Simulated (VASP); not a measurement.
## V: single point with r2SCAN+D4+U

The system is V.

```
V
1.0
     0.00000    1.89500    1.89500
     1.89500    0.00000    1.89500
     1.89500    1.89500    0.00000
V
1
Direct
  0.00000 0.00000 0.00000
```

This isn't the form of V at room conditions, which is bcc.

```
Program                : VASP 6.6.1
Task                   : single point
Functional             : r2SCAN
Dispersion             : D4
Potentials or basis    : VASP PAW PBE potentials, release 64 (V_sv)
Cutoff                 : 520 eV
k mesh                 : 12 × 12 × 12
Occupations            : gaussian, width 0.025 eV
Spin                   : collinear spin, ferromagnetic start
Starting moments       : [2.0] μB
Hubbard terms          : V d U = 6.2 eV
Dipole correction      : no
Further INCAR settings : ALGO = Normal; EDIFF = 1e-07; NBANDS = 16
```

The pressure is 20.3 GPa and the net moment is -0.06 μB per cell. The site moments are V -0.06 μB, the valence electrons inside the program's atomic spheres are V 11.48 and the dispersion energy per atom is -0.108 eV.

Levels at points of the mesh, in eV from the Fermi level:
Spin up:
```tsv
k point	band 4	band 5	band 6	band 7	band 8	band 9
(0.00, 0.00, 0.00)	-40.04	-8.10	0.03	0.03	0.03	3.13
(0.50, 0.00, 0.00)	-40.15	-3.92	-0.07	0.49	0.49	3.69
(0.50, 0.50, 0.00)	-40.35	-3.17	-3.00	2.70	3.38	3.38
```
Spin down:
| k point | band 3 | band 4 | band 5 | band 6 | band 7 | band 8 | band 9 | band 10 |
| --- | --- | --- | --- | --- | --- | --- | --- | --- |
| (0.00, 0.00, 0.00) | -40.13 | -40.13 | -8.11 | -0.15 | -0.15 | -0.15 | 3.00 | 3.00 |
| (0.50, 0.00, 0.00) | -40.24 | -40.24 | -4.02 | -0.08 | 0.34 | 0.34 | 3.53 | 3.53 |
| (0.50, 0.50, 0.00) | -40.43 | -40.43 | -3.25 | -3.14 | 2.70 | 3.19 | 3.19 | 4.21 |

Eigenvalues of the final occupation matrices:
| site | spin | trace | eigenvalues |
| --- | --- | --- | --- |
| site 1 d | 1 | 1.38 | 0.17 0.17 0.35 0.35 0.35 |
| site 1 d | 2 | 1.45 | 0.18 0.18 0.36 0.36 0.36 |

Wall time 2.2 min on 1 thread of AMD EPYC 9R45 96-Core Processor (Zen 5), on a shared host, peak memory 0.12 GiB.

Caveat: the cell stands under pressure; the PAW data sets were made with another functional, which shifts forces and pressure a little; the U is typed as a test and isn't derived for this compound. The state reached can hang on the start; a lower one may exist.
